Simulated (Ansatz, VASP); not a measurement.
## Two plane-wave programs on Cu

```xyz
1
Lattice="0.0000 1.7881 1.7881 1.7881 0.0000 1.7881 1.7881 1.7881 0.0000" Properties=species:S:1:pos:R:3 pbc="T T T"
Cu    0.0000    0.0000    0.0000
```

Alike in both runs: task single point; functional r2SCAN; k mesh 16 × 16 × 16; occupations fermi-dirac, width 0.1 eV; no spin polarisation.

|  | VASP | Ansatz |
| --- | --- | --- |
| version | VASP 6.6.1 | Ansatz 0.2.0 |
| potentials or method | VASP PAW PBE potentials, release 64 (Cu), cutoff 520 eV | plane waves (500 eV) with PAW, scalar-relativistic |
| valence electrons in the cell | 11 | 19 |

Ansatz gave:

```
pressure (GPa) : 0.2
```

Question: Estimate VASP's values.

Answer: Pressure (GPa): 0.6.

VASP's potentials were made for PBE, not for r2SCAN. VASP's potentials hold 11 valence electrons a cell and Ansatz's 19, so a difference there can come from the potentials and not from the codes.
